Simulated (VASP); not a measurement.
# Al (R-3m) in VASP: further runs

The runs below take Al through single point, with PBE.

Everything below comes from runs of VASP 6.6.1. Logs are shortened: lines on timing, memory, paths and dates and some standing lists are left out, and cuts for length are marked.

## (1) The cell of the first run

The structure is trigonal, space group R-3m (No. 166). The conventional cell has a = 3.188 Å, b = 3.188 Å, c = 22.124 Å, α = 90.00°, β = 90.00°, γ = 120.00°. Al (site symmetry -3m) has 12 Al at 3.09 to 3.19 Å within 4.1 Å. Within 4.0 Å of Al (site symmetry 3m) lie 12 Al at 3.03 to 3.19 Å.

## (2) Single point, PBE (Tl replaced by Al, lengths x 0.901, strained)

Input file INCAR:

```
SYSTEM = Al
PREC     = Accurate       ! precision mode
ENCUT    = 520            ! plane-wave cutoff, eV
EDIFF    = 1E-6           ! SCF threshold, eV
ISMEAR   = 0              ! smearing method
SIGMA    = 0.1            ! smearing width, eV
LREAL    = .FALSE.        ! projectors in reciprocal space
LASPH    = .TRUE.         ! aspherical terms in the spheres
NELM     = 100            ! most SCF steps
ALGO     = Fast           ! electronic algorithm
ISIF     = 2              ! what is computed and relaxed
LWAVE    = .FALSE.        ! write WAVECAR
LCHARG   = .FALSE.        ! write CHGCAR
GGA      = PE             ! functional
NBANDS   = 12             ! bands
```

Input file KPOINTS:

```
regular mesh
0
G
  15 15 15
  0 0 0
```

Input file POSCAR:

```
Al
1.0
    1.5939403360      0.9202618821      7.3747054231
   -1.5939403360      0.9202618821      7.3747054231
    0.0000000000     -1.8405237642      7.3747054231
Al
3
Direct
    0.0000000000      0.0000000000      0.0000000000
    0.2209406600      0.2209406600      0.2209406600
    0.7790593400      0.7790593400      0.7790593400
```

Potentials or basis: VASP PAW PBE potentials, release 64 (Al).

On the command line:

```console
$ cat potpaw_PBE.64/Al/POTCAR > POTCAR
$ mpirun -np 1 vasp_std > vasp.out
```

OUTCAR:

```text
SYSTEM = Al
   PREC = Accurate
   ENCUT = 520
   EDIFF = 1E-6
   ISMEAR = 0
   LREAL = .FALSE.
   LASPH = .TRUE.
   NELM = 100
   ISIF = 2
   GGA = PE

 ion  position               nearest neighbor table
   1  0.000  0.000  0.000-   3 3.09   3 3.09   2 3.09   2 3.09   3 3.09   2 3.09
   2  0.221  0.221  0.221-   3 3.03   3 3.03   3 3.03   1 3.09   1 3.09   1 3.09
   3  0.779  0.779  0.779-   2 3.03   2 3.03   2 3.03   1 3.09   1 3.09   1 3.09

  LATTYP: Found a trigonal (rhomboedric) cell.
 ALAT       =     7.6009083539
 COS(alpha) =     0.9120485254

  Lattice vectors:

 A1 = (   1.5939403360,   0.9202618821,   7.3747054231)
 A2 = (  -1.5939403360,   0.9202618821,   7.3747054231)
 A3 = (   0.0000000000,  -1.8405237642,   7.3747054231)

Analysis of symmetry for initial positions (statically):
=====================================================================
 Subroutine PRICEL returns:
 Original cell was already a primitive cell.

 Routine SETGRP: Setting up the symmetry group for a
 trigonal (rhombohedral) supercell.

 Subroutine GETGRP returns: Found 12 space group operations
 (whereof 12 operations were pure point group operations)
 out of a pool of 12 trial point group operations.

The static configuration has the point symmetry D_3d.

Analysis of symmetry for dynamics (positions and initial velocities):
=====================================================================
 Subroutine PRICEL returns:
 Original cell was already a primitive cell.

 Routine SETGRP: Setting up the symmetry group for a
 trigonal (rhombohedral) supercell.

 Subroutine GETGRP returns: Found 12 space group operations
 (whereof 12 operations were pure point group operations)
 out of a pool of 12 trial point group operations.

The dynamic configuration has the point symmetry D_3d.

 Subroutine INISYM returns: Found 12 space group operations
 (whereof 12 operations are pure point group operations),
 and found     1 'primitive' translations

----------------------------------------------------------------------------------------

                                     Primitive cell

  volume of cell :      64.9052

  direct lattice vectors                    reciprocal lattice vectors
     1.593940336  0.920261882  7.374705423     0.313688028  0.181107867  0.045199546
    -1.593940336  0.920261882  7.374705423    -0.313688028  0.181107867  0.045199546
     0.000000000 -1.840523764  7.374705423     0.000000000 -0.362215734  0.045199546
[... 98 lines left out ...]
   NUPDOWN=      -1.0000    fix difference up-down
   EMIN   =  10.00;   EMAX   =-10.00  energy-range for DOS
   EFERMI =   0.00;   METHOD = LEGACY
   ISMEAR =     0;   SIGMA  =   0.10  broadening in eV -4-tet -1-fermi 0-gaus
   EFERMI_NEDOS =   21; number of points for ismear=-14 and -15
   IALGO  =     68    algorithm
   IMIX   =      4    mixing-type and parameters
     AMIX     =   0.40;   BMIX     =  1.00
     AMIX_MAG =   1.60;   BMIX_MAG =  1.00
  volume/ion in A,a.u.               =      21.64       146.00
  Fermi-wavevector in a.u.,A,eV,Ry     =   0.847349  1.601258  9.768997  0.718001
  Thomas-Fermi vector in A             =   1.962841
   LORBIT       =      0    0 simple, 1 ext, 2 COOP (PROOUT), +10 PAW based schemes
   GGA     = PE    functional components
   LHFCALC =     F    Hartree Fock is set to
   AEXX    =    0.0000 exact exchange contribution
   IVDW    =     0    specifies the selected vdW correction
   LEPSILON=     F    determine dielectric tensor
   LRPA    =     F    only Hartree local field effects (RPA)
 non-spin polarized calculation
 RMM-DIIS sequential band-by-band and
 Gauss-broadening in eV      SIGMA  =   0.10
  energy-cutoff  :      520.00
  volume of cell :       64.91
 maximum number of plane-waves:      1766
 NGX is ok and might be reduce to    60
   NGX = 29   NGY = 29   NGZ = 29

 number of electron       9.0000000 magnetization

 Free energy of the ion-electron system (eV)
  ---------------------------------------------------
  ext. energy  EPLUGINS =         0.00000000
  ---------------------------------------------------
  free energy    TOTEN  =       -10.51006852 eV

  energy without entropy =      -10.50107399  energy(sigma->0) =      -10.50557125

 E-fermi :   5.4171     XC(G=0):  -9.2497

 val. band max:        5.4153093649   @ k =  -0.2667   0.4000   0.0667
 cond. band min:       5.4204232615   @ k =  -0.4667   0.2667   0.2000
 fundamental gap:      0.0051138966
 Fermi energy:         5.4170718236

 k-point     1 :       0.0000    0.0000    0.0000
  band No.  band energies     occupation
      1      -3.9570      2.00000
      2      -1.3118      2.00000
      3      -1.1901      2.00000
      4       6.5584      0.00000
      5       6.6432      0.00000
      6      13.4782      0.00000
      7      13.4782      0.00000
      8      13.8629      0.00000
      9      13.8629      0.00000
     10      14.7230      0.00000
     11      14.7230      0.00000
     12      15.5086      0.00000
[... 331 lines left out ...]
 k-point    24 :       0.2000    0.1333    0.0000
  band No.  band energies     occupation
      1      -3.3228      2.00000
      2      -1.2231      2.00000
      3      -0.0306      2.00000
      4       6.0542      0.00000
      5       8.2772      0.00000
      6       9.4956      0.00000
      7       9.8229      0.00000
      8      10.4145      0.00000
      9      11.7087      0.00000
     10      13.7090      0.00000
     11      14.0673      0.00000
     12      14.2975      0.00000

 [... further k-points ...]

------------------------ aborting loop because EDIFF is reached ----------------------------------------

  FORCE on cell =-STRESS in cart. coord.  units (eV):
  Direction    XX          YY          ZZ          XY          YZ          ZX
  --------------------------------------------------------------------------------------
  -------------------------------------------------------------------------------------
  Total       -4.3800984     -4.3800984     -4.0069384      0.0000000      0.0000000      0.0000000
  in kB     -108.1222383   -108.1222383    -98.9108258      0.0000000      0.0000000      0.0000000
  external PRESSURE =    -105.0517675 kB  Pullay stress =       0.0000000 kB

 VOLUME and BASIS-vectors are now :
 -----------------------------------------------------------------------------
  energy-cutoff  :      520.00
  volume of cell :       64.91
      direct lattice vectors                 reciprocal lattice vectors
     1.593940336  0.920261882  7.374705423     0.313688028  0.181107867  0.045199546
    -1.593940336  0.920261882  7.374705423    -0.313688028  0.181107867  0.045199546
     0.000000000 -1.840523764  7.374705423     0.000000000 -0.362215734  0.045199546

 POSITION                                       TOTAL-FORCE (eV/Angst)
 -----------------------------------------------------------------------------------
      0.00000      0.00000      0.00000         0.000000      0.000000      0.000000
      0.00000      0.00000      4.88812        -0.000000      0.000000      0.120356
      0.00000      0.00000     17.23600        -0.000000     -0.000000     -0.120356
 -----------------------------------------------------------------------------------
    total drift:                                0.000000      0.000000     -0.000000

  FREE ENERGIE OF THE ION-ELECTRON SYSTEM (eV)
  ---------------------------------------------------
  free  energy   TOTEN  =       -10.5100685166 eV

  energy  without entropy=      -10.5010739858  energy(sigma->0) =      -10.50557125
```

OSZICAR:

```text
N       E                     dE             d eps       ncg     rms          rms(c)
DAV:   1     0.160560265104E+01    0.16056E+01   -0.27488E+03  8264   0.510E+02
DAV:   2    -0.101600176386E+02   -0.11766E+02   -0.11060E+02 10528   0.671E+01
DAV:   3    -0.105684568484E+02   -0.40844E+00   -0.40395E+00 11084   0.999E+00
DAV:   4    -0.105713209661E+02   -0.28641E-02   -0.28636E-02  9828   0.106E+00
DAV:   5    -0.105713581463E+02   -0.37180E-04   -0.37180E-04 10620   0.122E-01    0.163E+00
RMM:   6    -0.105348121347E+02    0.36546E-01   -0.72129E-03  8354   0.486E-01    0.963E-01
RMM:   7    -0.105104157580E+02    0.24396E-01   -0.16308E-02  8765   0.736E-01    0.151E-01
RMM:   8    -0.105101013867E+02    0.31437E-03   -0.56625E-04  9166   0.156E-01    0.116E-01
RMM:   9    -0.105100790000E+02    0.22387E-04   -0.94637E-05  9705   0.627E-02    0.273E-02
RMM:  10    -0.105100675521E+02    0.11448E-04   -0.20676E-05  9674   0.300E-02    0.163E-02
RMM:  11    -0.105100685166E+02   -0.96445E-06   -0.64456E-06  9902   0.167E-02
   1 F= -.10510069E+02 E0= -.10505571E+02  d E =-.899453E-02
```

Run time: 11 min. Hardware: 1 thread of Intel Xeon Platinum 8488C (Sapphire Rapids), shared host; peak memory 0.57 GiB.

Results:

```
Free energy   : -10.5101 eV
Pressure      : -10.5 GPa
Largest force : 0.120 eV/Å
```

Forces in eV/Å, atoms in the order of the input:
```
Al   0.000  0.000  0.000
Al   0.000  0.000  0.120
Al   0.000  0.000 -0.120
```

Stress tensor (GPa, compression positive):
```
-10.81   0.00   0.00
  0.00 -10.81   0.00
  0.00   0.00  -9.89
```

Caveat: the cell differs from its parent crystal (Tl replaced by Al, lengths x 0.901, strained).

## (3) Single point, PBE (Tl replaced by Al, lengths x 0.901, strained)

Input file INCAR:

```
PREC = Accurate
ENCUT = 500
EDIFF = 1E-6
ISMEAR = 0
SIGMA = 0.1
LREAL = False
LASPH = True
NELM = 120
ALGO = Normal
ISIF = 2
LWAVE = False
LCHARG = True
GGA = PE
LELF = True
LVHAR = True
NBANDS = 12
GGA_COMPAT = False
```

Input file KPOINTS:

```
regular mesh
0
Gamma
  6 6 6
```

Input file POSCAR:

```
Al
1.0
    1.6725769931      0.9656627772      7.8498655861
   -1.6725769931      0.9656627772      7.8498655861
    0.0000000000     -1.9313255545      7.8498655861
Al
3
Direct
    0.0000000000      0.0000000000      0.0000000000
    0.2194543943      0.2194543943      0.2194543943
    0.7805456057      0.7805456057      0.7805456057
```

Potentials or basis: VASP PAW PBE potentials, release 64 (Al).

On the command line:

```console
$ cat potpaw_PBE.64/Al/POTCAR > POTCAR
$ mpirun -np 1 vasp_std > vasp.out
```

OUTCAR:

```text
PREC = Accurate
   ENCUT = 500
   EDIFF = 1E-6
   ISMEAR = 0
   LREAL = False
   LASPH = True
   NELM = 120
   ISIF = 2
   GGA = PE

 ion  position               nearest neighbor table
   1  0.000  0.000  0.000-   3 3.30   3 3.30   2 3.30   2 3.30   3 3.30   2 3.30
   2  0.219  0.219  0.219-   3 3.15   3 3.15   3 3.15   1 3.30   1 3.30   1 3.30
   3  0.781  0.781  0.781-   2 3.15   2 3.15   2 3.15   1 3.30   1 3.30   1 3.30

  LATTYP: Found a trigonal (rhomboedric) cell.
 ALAT       =     8.0839599280
 COS(alpha) =     0.9143841981

  Lattice vectors:

 A1 = (   1.6725769931,   0.9656627772,   7.8498655861)
 A2 = (  -1.6725769931,   0.9656627772,   7.8498655861)
 A3 = (   0.0000000000,  -1.9313255545,   7.8498655861)

Analysis of symmetry for initial positions (statically):
=====================================================================
 Subroutine PRICEL returns:
 Original cell was already a primitive cell.

 Routine SETGRP: Setting up the symmetry group for a
 trigonal (rhombohedral) supercell.

 Subroutine GETGRP returns: Found 12 space group operations
 (whereof 12 operations were pure point group operations)
[... 181 lines left out ...]
      7      11.2825      0.00000
      8      11.7165      0.00000
      9      11.7165      0.00000
     10      12.5215      0.00000
     11      12.5215      0.00000
     12      13.8104      0.00000
[... 331 lines left out ...]
 k-point    24 :      -0.3333    0.5000    0.1667
  band No.  band energies     occupation
      1      -0.5914      2.00000
      2      -0.2019      2.00000
      3       2.0112      2.00000
      4       3.3074      2.00000
      5       3.8415      1.99982
      6       4.6255      0.00000
      7       4.8458      0.00000
      8       5.4273      0.00000
      9       6.6625      0.00000
     10       7.5704      0.00000
     11       9.2078      0.00000
     12      11.5926      0.00000

 [... further k-points ...]

------------------------ aborting loop because EDIFF is reached ----------------------------------------

  FORCE on cell =-STRESS in cart. coord.  units (eV):
  Direction    XX          YY          ZZ          XY          YZ          ZX
  --------------------------------------------------------------------------------------
  -------------------------------------------------------------------------------------
  Total       -5.7159079     -5.7159079     -4.9313152      0.0000000      0.0000000     -0.0000000
  in kB     -120.3845426   -120.3845426   -103.8599873      0.0000000      0.0000000     -0.0000000
  external PRESSURE =    -114.8763575 kB  Pullay stress =       0.0000000 kB

 VOLUME and BASIS-vectors are now :
 -----------------------------------------------------------------------------
  energy-cutoff  :      500.00
  volume of cell :       76.07
      direct lattice vectors                 reciprocal lattice vectors
     1.672576993  0.965662777  7.849865586     0.298939901  0.172593032  0.042463572
    -1.672576993  0.965662777  7.849865586    -0.298939901  0.172593032  0.042463572
     0.000000000 -1.931325555  7.849865586     0.000000000 -0.345186064  0.042463572

 POSITION                                       TOTAL-FORCE (eV/Angst)
 -----------------------------------------------------------------------------------
      0.00000      0.00000      0.00000        -0.000000      0.000000      0.000000
      0.00000     -0.00000      5.16806         0.000000     -0.000000      0.045824
      0.00000     -0.00000     18.38153         0.000000      0.000000     -0.045824
 -----------------------------------------------------------------------------------
    total drift:                                0.000000     -0.000000      0.000000

  FREE ENERGIE OF THE ION-ELECTRON SYSTEM (eV)
  ---------------------------------------------------
  free  energy   TOTEN  =        -9.8309560508 eV

  energy  without entropy=       -9.8257208181  energy(sigma->0) =       -9.82833843
```

stdout:

```text
POSCAR found type information on POSCAR Al
 POSCAR found :  1 types and       3 ions
 scaLAPACK will be used
 LDA part: xc-table for (Slater+PW92), standard interpolation
 POSCAR, INCAR and KPOINTS ok, starting setup
 FFT: planning ... GRIDC
 FFT: planning ... GRID_SOFT
 FFT: planning ... GRID
 WAVECAR not read
 entering main loop
```

Wall time 4.5 min (1 thread of AMD EPYC 7R13 (Zen 3), shared host); peak memory 0.41 GiB.

Results:

| Item | Value |
| --- | --- |
| Free energy | -9.8310 eV |
| Pressure | -11.5 GPa |
| Largest force | 0.046 eV/Å |

Forces on the atoms (eV/Å):
```
Al   0.000  0.000  0.000
Al   0.000  0.000  0.046
Al   0.000  0.000 -0.046
```

Caveat: the k points lie up to 0.36 Å⁻¹ apart; the cell differs from its parent crystal (Tl replaced by Al, lengths x 0.901, strained).

## (4) Single point, PBE (Tl replaced by Al, lengths x 0.901, strained)

Input file INCAR:

```
SYSTEM = Al
ALGO = Normal
EDIFF = 1E-6
ENCUT = 500
GGA = PE
GGA_COMPAT = .FALSE.
ISIF = 2
ISMEAR = 0
LASPH = .TRUE.
LCHARG = .TRUE.
LELF = .TRUE.
LREAL = .FALSE.
LVHAR = .TRUE.
LWAVE = .FALSE.
NBANDS = 12
NELM = 120
PREC = Accurate
SIGMA = 0.1
```

Input file KPOINTS:

```
k-points
0
G
  15 15 15
  0 0 0
```

POSCAR is that of step 3.

On the command line:

```console
$ cat potpaw_PBE.64/Al/POTCAR > POTCAR
$ mpirun -np 1 vasp_std > vasp.out
```

It took 27 min on 1 thread of AMD EPYC 7R13 (Zen 3), shared host; peak memory 0.57 GiB.

Results (log left out):

| Property | Result |
| --- | --- |
| Free energy | -9.7328 eV |
| Pressure | -11.2 GPa |
| Largest force | 0.069 eV/Å |

Forces in eV/Å, atoms in the order of the input:
```
Al   0.000  0.000  0.000
Al   0.000  0.000  0.069
Al   0.000  0.000 -0.069
```

Stress tensor (GPa, compression positive):
```
-11.46   0.00   0.00
  0.00 -11.46   0.00
  0.00   0.00 -10.82
```

Levels at points of the mesh, in eV from the Fermi level:
```csv
k point,band 2,band 3,band 4,band 5,band 6,band 7
"(0.00, 0.00, 0.00)",-6.23,-5.97,0.79,0.96,7.13,7.13
```

Caveat: the cell differs from its parent crystal (Tl replaced by Al, lengths x 0.901, strained).

## (5) Overview

| cell | k mesh | cutoff (eV) | gap on the mesh (eV) | pressure (GPa) | largest force (eV/Å) |
| --- | --- | --- | --- | --- | --- |
| a = 7.601 Å, angles 24.2°, 3 atoms | 15 × 15 × 15 | 520 | none | -10.5 | 0.12 |
| a = 8.084 Å, angles 23.9°, 3 atoms | 6 × 6 × 6 | 500 | none | -11.5 | 0.05 |
| a = 8.084 Å, angles 23.9°, 3 atoms | 15 × 15 × 15 | 500 | none | -11.2 | 0.07 |

Alike in all rows: task single point; level PBE; potentials or basis VASP PAW PBE potentials, release 64 (Al); no spin polarisation; smearing gaussian 0.1 eV.

Caveats: some runs use coarse meshes.

Total energies depend on the potentials used, so only differences within one code and one set of settings carry meaning.
